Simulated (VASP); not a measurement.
A run of VASP 6.6.1 is set up as follows.

The input INCAR:

```
SYSTEM = Li
  ALGO = Fast
  EDIFF = 1E-6
  ENCUT = 520
  GGA = PE
  ISIF = 2
  ISMEAR = 0
  LASPH = .True.
  LCHARG = .False.
  LREAL = .False.
  LWAVE = .False.
  NBANDS = 8
  NELM = 80
  PREC = Accurate
  SIGMA = 0.1
```

Contents of KPOINTS:

```
k-points
0
Gamma
  22 22 24
  0 0 0
```

POSCAR

```
Li
1.0
    1.8249091455     -2.2081030081     -0.0205188159
    1.8249091455      2.2081030081     -0.0205188159
   -1.8070023078      0.0000000000      2.2286236388
Li
1
Direct
    0.0000000000      0.0000000000      0.0000000000
```

Potentials or basis: VASP PAW PBE potentials, release 64 (Li_sv).

Command:

```console
$ cat potpaw_PBE.64/Li_sv/POTCAR > POTCAR
$ mpirun -np 1 vasp_std > vasp.out
```

Question: Predict the band gap on the k mesh.

Answer: Zero (an odd number of electrons rules out a gap without spin polarisation).
